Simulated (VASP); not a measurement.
## Ta2N: single point with PBE

The system is Ta2N.

```xyz
3
Lattice="3.1011 0.0000 0.0000 -1.5506 2.6857 0.0000 0.0000 0.0000 4.8819" Properties=species:S:1:pos:R:3 pbc="T T T"
Ta    1.5506    0.8952    3.6365
Ta    0.0000    1.7904    1.2453
N     0.0000    0.0000    0.0000
```

- Program: VASP 6.6.1
- Task: single point
- Functional: PBE
- Potentials or basis: VASP PAW PBE potentials, release 64 (Ta_pv, N)
- Cutoff: 520 eV
- k mesh: 18 × 18 × 10
- Occupations: gaussian, width 0.1 eV
- Spin: no spin polarisation
- Dipole correction: no
- Further INCAR settings: ALGO = Normal; EDIFF = 1e-06; NBANDS = 20

- Pressure: 0.4 GPa
- Largest force: 0.045 eV/Å

Forces in eV/Å, atoms in the order of the input:
```
Ta   0.000  0.000 -0.045
Ta   0.000  0.000  0.045
N    0.000  0.000  0.000
```

Levels at points of the mesh, in eV from the Fermi level:
| k point | band 10 | band 11 | band 12 | band 13 | band 14 | band 15 | band 16 | band 17 |
| --- | --- | --- | --- | --- | --- | --- | --- | --- |
| (0.00, 0.00, 0.00) | -6.01 | -4.98 | -0.71 | -0.23 | -0.23 | 0.26 | 0.33 | 0.33 |
| (0.50, 0.00, 0.00) | -6.34 | -4.55 | -2.61 | -1.36 | 1.69 | 1.95 | 3.77 | 4.01 |
| (0.00, 0.00, 0.50) | -6.19 | -2.92 | -2.66 | -1.09 | -1.09 | 1.76 | 1.96 | 2.30 |
| (0.50, 0.00, 0.50) | -6.08 | -3.30 | -2.16 | -2.11 | -0.32 | 0.74 | 3.36 | 3.59 |

It took 100 s on 1 thread of Intel(R) Xeon(R) 6975P-C (Granite Rapids) (shared host), peak memory 0.34 GiB.

Caveat: spin-orbit coupling is left out, which moves the levels of the heavy elements.
